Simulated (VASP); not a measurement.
# LiCl in VASP: notebook

LiCl is run at these levels: PBE, r2SCAN, HSE06; tasks: single point.

Program: VASP 6.6.1. These are calculated values, not measurements. Logs are shortened: lines on timing, memory, paths and dates and some standing lists are left out, and cuts for length are marked.

## 1. The cell of the first run

Symmetry: R-3m, No. 166, trigonal system. The conventional cell has a = 3.615 Å, b = 3.615 Å, c = 8.551 Å, α = 90.00°, β = 90.00°, γ = 120.00°. Within 3.3 Å of Li (site symmetry -3m) lie 6 Cl at 2.53 Å. Within 3.3 Å of Cl (site symmetry -3m) lie 6 Li at 2.53 Å.

## 2. Single point, PBE (strain along [111] -3.4%)

INCAR

```
SYSTEM = LiCl
PREC = Accurate
ENCUT = 520
EDIFF = 1E-6
ISMEAR = -1
SIGMA = 0.02
LREAL = .False.
LASPH = .True.
NELM = 60
ALGO = Normal
ISIF = 2
LWAVE = .False.
LCHARG = .True.
GGA = PE
LELF = .True.
LVHAR = .True.
NBANDS = 12
```

KPOINTS

```
Automatic mesh
0
Gamma
  8 8 8
  0 0 0
```

POSCAR

```
LiCl
1.0
   -0.0584480459      2.4975889485      2.4975889485
    2.4975889485     -0.0584480459      2.4975889485
    2.4975889485      2.4975889485     -0.0584480459
Li Cl
1 1
Direct
    0.0000000000      0.0000000000      0.0000000000
    0.5000000000      0.5000000000      0.5000000000
```

Potentials or basis: VASP PAW PBE potentials, release 64 (Li_sv, Cl).

Started as:

```sh
$ cat potpaw_PBE.64/Li_sv/POTCAR potpaw_PBE.64/Cl/POTCAR > POTCAR
$ mpirun -np 1 vasp_std > vasp.out
```

OUTCAR:

```text
SYSTEM = LiCl
   PREC = Accurate
   ENCUT = 520
   EDIFF = 1E-6
   ISMEAR = -1
   LREAL = .False.
   LASPH = .True.
   NELM = 60
   ISIF = 2
   GGA = PE

 ion  position               nearest neighbor table
   1  0.000  0.000  0.000-   2 2.53   2 2.53   2 2.53   2 2.53   2 2.53   2 2.53
   2  0.500  0.500  0.500-   1 2.53   1 2.53   1 2.53   1 2.53   1 2.53   1 2.53

  LATTYP: Found a trigonal (rhomboedric) cell.
 ALAT       =     3.5326077175
 COS(alpha) =     0.4764677452

  Lattice vectors:

 A1 = (  -0.0584480459,   2.4975889485,   2.4975889485)
 A2 = (   2.4975889485,  -0.0584480459,   2.4975889485)
 A3 = (   2.4975889485,   2.4975889485,  -0.0584480459)

Analysis of symmetry for initial positions (statically):
=====================================================================
 Subroutine PRICEL returns:
 Original cell was already a primitive cell.

 Routine SETGRP: Setting up the symmetry group for a
 trigonal (rhombohedral) supercell.

 Subroutine GETGRP returns: Found 12 space group operations
 (whereof 12 operations were pure point group operations)
 out of a pool of 12 trial point group operations.

The static configuration has the point symmetry D_3d.

Analysis of symmetry for dynamics (positions and initial velocities):
=====================================================================
 Subroutine PRICEL returns:
 Original cell was already a primitive cell.

 Routine SETGRP: Setting up the symmetry group for a
 trigonal (rhombohedral) supercell.

 Subroutine GETGRP returns: Found 12 space group operations
 (whereof 12 operations were pure point group operations)
 out of a pool of 12 trial point group operations.

The dynamic configuration has the point symmetry D_3d.

 Subroutine INISYM returns: Found 12 space group operations
 (whereof 12 operations are pure point group operations),
 and found     1 'primitive' translations

----------------------------------------------------------------------------------------

                                     Primitive cell

  volume of cell :      32.2533

  direct lattice vectors                    reciprocal lattice vectors
    -0.058448046  2.497588948  2.497588948    -0.193299349  0.197931295  0.197931295
     2.497588948 -0.058448046  2.497588948     0.197931295 -0.193299349  0.197931295
     2.497588948  2.497588948 -0.058448046     0.197931295  0.197931295 -0.193299349

  length of vectors
     3.532607717  3.532607717  3.532607717     0.340173828  0.340173828  0.340173828

  position of ions in fractional coordinates (direct lattice)
     0.000000000  0.000000000  0.000000000
     0.500000000  0.500000000  0.500000000

  ion indices of the primitive-cell ions
   primitive index   ion index
                 1           1
                 2           2

----------------------------------------------------------------------------------------

 KPOINTS: Automatic mesh

Automatic generation of k-mesh.
 Grid dimensions read from file:
 generate k-points for:    8    8    8

 Generating k-lattice:

  Cartesian coordinates                     Fractional coordinates (reciprocal lattice)
    -0.024162419  0.024741412  0.024741412     0.125000000 -0.000000000 -0.000000000
     0.024741412 -0.024162419  0.024741412    -0.000000000  0.125000000 -0.000000000
     0.024741412  0.024741412 -0.024162419    -0.000000000 -0.000000000  0.125000000

  Length of vectors
     0.042521729  0.042521729  0.042521729

  Shift w.r.t. Gamma in fractional coordinates (k-lattice)
     0.000000000  0.000000000  0.000000000

 Subroutine IBZKPT returns following result:
 ===========================================

 Found     65 irreducible k-points:

 Following reciprocal coordinates:
            Coordinates               Weight
  0.000000  0.000000  0.000000      1.000000
  0.125000 -0.000000 -0.000000      6.000000
  0.250000 -0.000000 -0.000000      6.000000
  0.375000  0.000000 -0.000000      6.000000
  0.500000 -0.000000 -0.000000      3.000000
  0.125000  0.125000 -0.000000      6.000000
[... 16 lines left out ...]
  0.250000  0.125000  0.125000      6.000000
  0.375000  0.125000  0.125000      6.000000
 [... further k-points ...]
   k-points           NKPTS =     65   k-points in BZ     NKDIM =     65   number of bands    NBANDS=     12
   number of dos      NEDOS =    301   number of ions     NIONS =      2
   total plane-waves  NPLWV =  21952
   dimension x,y,z NGX =    28 NGY =   28 NGZ =   28
   dimension x,y,z NGXF=    56 NGYF=   56 NGZF=   56
   ions per type =               1   1
   NGX,Y,Z   is equivalent  to a cutoff of  13.18, 13.18, 13.18 a.u.
   NGXF,Y,Z  is equivalent  to a cutoff of  26.35, 26.35, 26.35 a.u.
 SYSTEM =  LiCl
   PREC   = accura    normal or accurate (medium, high low for compatibility)
   ISTART =      0    job   : 0-new  1-cont  2-samecut
   ICHARG =      2    charge: 1-file 2-atom 10-const
   ISPIN  =      1    spin polarized calculation?
   LNONCOLLINEAR =      F non collinear calculations
   LSORBIT =      F    spin-orbit coupling
   LASPH  =      T    aspherical Exc in radial PAW
   ENCUT  =  520.0 eV  38.22 Ry    6.18 a.u.   6.57  6.57  6.57*2*pi/ulx,y,z
   NELM   =     60;   NELMIN=  2; NELMDL= -5     # of ELM steps
   EDIFF  = 0.1E-05   stopping-criterion for ELM
   LREAL  =      F    real-space projection
   EDIFFG = 0.1E-04   stopping-criterion for IOM
   NSW    =      0    number of steps for IOM
   IBRION =     -1    ionic relax: 0-MD 1-quasi-New 2-CG
   NFREE  =      0    steps in history (QN), initial steepest desc. (CG)
   ISIF   =      2    stress and relaxation
   ISYM   =      2    0-nonsym 1-usesym 2-fastsym
   POTIM  = 0.5000    time-step for ionic-motion
   TEBEG  =    0.0;   TEEND  =   0.0 temperature during run
   PSTRESS=    0.0 pullay stress
   NELECT =      10.0000    total number of electrons
   NUPDOWN=      -1.0000    fix difference up-down
   EMIN   =  10.00;   EMAX   =-10.00  energy-range for DOS
   EFERMI =   0.00;   METHOD = LEGACY
   ISMEAR =    -1;   SIGMA  =   0.02  broadening in eV -4-tet -1-fermi 0-gaus
   EFERMI_NEDOS =   21; number of points for ismear=-14 and -15
   IALGO  =     38    algorithm
   IMIX   =      4    mixing-type and parameters
     AMIX     =   0.40;   BMIX     =  1.00
     AMIX_MAG =   1.60;   BMIX_MAG =  1.00
  volume/ion in A,a.u.               =      16.13       108.83
  Fermi-wavevector in a.u.,A,eV,Ry     =   1.108027  2.093867 16.704192  1.227724
  Thomas-Fermi vector in A             =   2.244549
   LORBIT       =      0    0 simple, 1 ext, 2 COOP (PROOUT), +10 PAW based schemes
   GGA     = PE    functional components
   LHFCALC =     F    Hartree Fock is set to
   AEXX    =    0.0000 exact exchange contribution
   IVDW    =     0    specifies the selected vdW correction
   LEPSILON=     F    determine dielectric tensor
   LRPA    =     F    only Hartree local field effects (RPA)
 non-spin polarized calculation
  energy-cutoff  :      520.00
  volume of cell :       32.25
 maximum number of plane-waves:       887
 NGX is ok and might be reduce to    28
   NGX = 13   NGY = 13   NGZ = 13

 number of electron      10.0000000 magnetization

 number of electron       9.9999998 magnetization

 Free energy of the ion-electron system (eV)
  ---------------------------------------------------
  ext. energy  EPLUGINS =         0.00000000
  ---------------------------------------------------
  free energy    TOTEN  =        -7.37048206 eV

  energy without entropy =       -7.37048206  energy(sigma->0) =       -7.37048206

 E-fermi :   1.4884     XC(G=0):  -8.9272

 val. band max:        1.0729545949   @ k =   0.0000   0.0000   0.0000
 cond. band min:       7.5291322582   @ k =   0.0000   0.0000   0.0000
 fundamental gap:      6.4561776633
 Fermi energy:         1.4884155008

 k-point     1 :       0.0000    0.0000    0.0000
  band No.  band energies     occupation
      1     -42.5234      2.00000
      2     -12.6316      2.00000
      3       0.8604      2.00000
      4       0.8604      2.00000
      5       1.0730      2.00000
      6       7.5291      0.00000
      7      12.7075      0.00000
      8      12.7075      0.00000
      9      13.3196      0.00000
     10      15.6913      0.00000
     11      15.6915      0.00000
     12      15.6933      0.00000

 k-point     2 :       0.1250   -0.0000   -0.0000
  band No.  band energies     occupation
      1     -42.5229      2.00000
      2     -12.5511      2.00000
      3       0.3282      2.00000
      4       0.8250      2.00000
      5       1.0038      2.00000
      6       7.9918      0.00000
      7      12.0464      0.00000
      8      12.6755      0.00000
      9      13.1110      0.00000
     10      14.0702      0.00000
     11      14.3264      0.00000
     12      16.2123      0.00000

 k-point     3 :       0.2500   -0.0000   -0.0000
  band No.  band energies     occupation
      1     -42.5217      2.00000
      2     -12.3451      2.00000
      3      -0.7783      2.00000
      4       0.7447      2.00000
      5       0.8904      2.00000
      6       8.3420      0.00000
      7      11.6082      0.00000
      8      11.8790      0.00000
      9      12.0632      0.00000
     10      14.7807      0.00000
     11      15.2816      0.00000
     12      16.8383      0.00000

 k-point     4 :       0.3750    0.0000   -0.0000
  band No.  band energies     occupation
      1     -42.5205      2.00000
      2     -12.1200      2.00000
      3      -1.7200      2.00000
      4       0.6711      2.00000
      5       0.7884      2.00000
      6       7.9902      0.00000
      7      10.6993      0.00000
      8      11.0094      0.00000
      9      13.3909      0.00000
     10      16.5242      0.00000
     11      17.0518      0.00000
     12      17.5847      0.00000

 k-point     5 :       0.5000   -0.0000   -0.0000
  band No.  band energies     occupation
      1     -42.5199      2.00000
      2     -12.0201      2.00000
      3      -2.0821      2.00000
      4       0.6424      2.00000
      5       0.7484      2.00000
      6       7.7871      0.00000
      7      10.3820      0.00000
      8      10.7052      0.00000
      9      14.2707      0.00000
     10      17.9066      0.00000
     11      18.2211      0.00000
     12      18.3496      0.00000
[... 228 lines left out ...]
      1     -42.5188      2.00000
      2     -11.7200      2.00000
      3      -2.1740      2.00000
      4      -0.3665      2.00000
      5      -0.1416      2.00000
      6       8.8612      0.00000
      7       9.2113      0.00000
      8      13.7148      0.00000
      9      15.3360      0.00000
     10      15.4896      0.00000
     11      18.1107      0.00000
     12      19.7257      0.00000

 k-point    22 :       0.1250    0.1250    0.1250
  band No.  band energies     occupation
      1     -42.5228      2.00000
      2     -12.5404      2.00000
      3       0.4962      2.00000
      4       0.8083      2.00000
      5       0.8083      2.00000
      6       7.9798      0.00000
      7      12.4246      0.00000
      8      12.6902      0.00000
      9      12.6902      0.00000
     10      14.0045      0.00000
     11      14.0045      0.00000
     12      16.1285      0.00000

 k-point    23 :       0.2500    0.1250    0.1250
  band No.  band energies     occupation
      1     -42.5220      2.00000
      2     -12.4108      2.00000
      3      -0.1650      2.00000
      4       0.5311      2.00000
      5       0.8591      2.00000
      6       8.5269      0.00000
      7      11.5117      0.00000
      8      12.0760      0.00000
      9      12.4847      0.00000
     10      13.3754      0.00000
     11      15.6505      0.00000
     12      16.5681      0.00000

 k-point    24 :       0.3750    0.1250    0.1250
  band No.  band energies     occupation
      1     -42.5208      2.00000
      2     -12.1916      2.00000
      3      -1.1355      2.00000
      4       0.2965      2.00000
      5       0.7752      2.00000
      6       8.7490      0.00000
      7      11.1022      0.00000
      8      11.3497      0.00000
      9      12.1224      0.00000
     10      14.4898      0.00000
     11      17.0902      0.00000
     12      17.8473      0.00000

 [... further k-points ...]

------------------------ aborting loop because EDIFF is reached ----------------------------------------

  FORCE on cell =-STRESS in cart. coord.  units (eV):
  Direction    XX          YY          ZZ          XY          YZ          ZX
  --------------------------------------------------------------------------------------
  -------------------------------------------------------------------------------------
  Total        0.3953627      0.3953627      0.3953627      0.1224449      0.1224449      0.1224449
  in kB       19.6395981     19.6395981     19.6395981      6.0824369      6.0824369      6.0824369
  external PRESSURE =      19.6395981 kB  Pullay stress =       0.0000000 kB

 VOLUME and BASIS-vectors are now :
 -----------------------------------------------------------------------------
  energy-cutoff  :      520.00
  volume of cell :       32.25
      direct lattice vectors                 reciprocal lattice vectors
    -0.058448046  2.497588948  2.497588948    -0.193299349  0.197931295  0.197931295
     2.497588948 -0.058448046  2.497588948     0.197931295 -0.193299349  0.197931295
     2.497588948  2.497588948 -0.058448046     0.197931295  0.197931295 -0.193299349

 POSITION                                       TOTAL-FORCE (eV/Angst)
 -----------------------------------------------------------------------------------
      0.00000      0.00000      0.00000        -0.000000      0.000000     -0.000000
      2.46836      2.46836      2.46836         0.000000     -0.000000      0.000000
 -----------------------------------------------------------------------------------
    total drift:                                0.000000      0.000000      0.000000

  FREE ENERGIE OF THE ION-ELECTRON SYSTEM (eV)
  ---------------------------------------------------
  free  energy   TOTEN  =        -7.3704820628 eV

  energy  without entropy=       -7.3704820628  energy(sigma->0) =       -7.37048206
```

Run time: 25 s. Hardware: 1 thread of Intel Xeon Platinum 8259CL at 2.50GHz (Skylake/Cascade Lake), shared host; peak memory 0.16 GiB.

What came out:

| Quantity | Value |
| --- | --- |
| Free energy | -7.3705 eV |
| Band gap on the k mesh | 6.46 eV |

Levels at points of the mesh, in eV from the valence-band top:
```
           k point  band 3  band 4  band 5  band 6  band 7  band 8
(0.00, 0.00, 0.00)   -0.21   -0.21    0.00    6.46   11.63   11.63
(0.50, 0.00, 0.00)   -3.16   -0.43   -0.32    6.71    9.31    9.63
(0.50, 0.50, 0.00)   -3.25   -1.44   -1.21    7.79    8.14   12.64
(0.50, 0.50, 0.50)   -3.11   -0.53   -0.53    6.49    9.13    9.13
```

Caveat: the cell differs from its parent crystal (strain along [111] -3.4%); the cutoff is under 1.25 times the usual one of these potentials, so pressure, stress and relaxed cells hold a basis-set (Pulay) error. A k mesh can miss the band edges.

## 3. Single point, r2SCAN (strain along [111] -3.4%)

POSCAR is that of step 2.

INCAR.step1

```
SYSTEM = LiCl
PREC = Accurate
ENCUT = 520
ISMEAR = 0
SIGMA = 0.01
LREAL = .False.
LASPH = .True.
NELM = 100
NBANDS = 12
GGA = PE
ALGO = Normal
EDIFF = 1E-4
LWAVE = .True.
LCHARG = .False.
```

INCAR.step2

```
SYSTEM = LiCl
PREC = Accurate
ENCUT = 520
EDIFF = 1E-7
ISMEAR = 0
SIGMA = 0.01
LREAL = .False.
LASPH = .True.
NELM = 100
ALGO = Normal
ISIF = 2
LWAVE = .False.
LCHARG = .True.
METAGGA = R2SCAN
LMIXTAU = .True.
LELF = .True.
LVHAR = .True.
NBANDS = 12
ISTART = 1
```

KPOINTS is that of step 2.

Potentials or basis: VASP PAW PBE potentials, release 64 (Li_sv, Cl).

Started as:

```sh
$ cat potpaw_PBE.64/Li_sv/POTCAR potpaw_PBE.64/Cl/POTCAR > POTCAR
$ cp INCAR.step1 INCAR
$ mpirun -np 1 vasp_std > vasp.out
$ cp INCAR.step2 INCAR
$ mpirun -np 1 vasp_std > vasp.out
```

It took 1.9 min on 1 thread of Intel Xeon Platinum 8259CL at 2.50GHz (Skylake/Cascade Lake), shared host; peak memory 0.16 GiB.

Results (log left out):

```yaml
Free_energy: -12.5819 eV
Band_gap_on_the_k_mesh: 7.25 eV (least direct gap 7.44 eV)
```

Levels at points of the mesh, in eV from the valence-band top:
```
           k point  band 1  band 2  band 3  band 4  band 5  band 6  band 7  band 8  band 9  band 10
(0.00, 0.00, 0.00)  -44.91  -14.30   -0.22   -0.22    0.00    7.44   12.35   12.35   12.97    15.36
(0.50, 0.00, 0.00)  -44.91  -13.68   -3.19   -0.46   -0.34    7.50   10.11   10.45   14.45    17.71
(0.50, 0.50, 0.00)  -44.91  -13.37   -3.30   -1.47   -1.24    8.59    8.86   13.80   15.59    15.75
(0.50, 0.50, 0.50)  -44.91  -13.58   -3.14   -0.56   -0.56    7.25    9.93    9.93   14.89    18.12
```

Caveat: the cell differs from its parent crystal (strain along [111] -3.4%); the cutoff is under 1.25 times the usual one of these potentials, so pressure, stress and relaxed cells hold a basis-set (Pulay) error; the PAW data sets were made with another functional, which shifts forces and pressure a little.

(Part 1 of 2 ends here.)
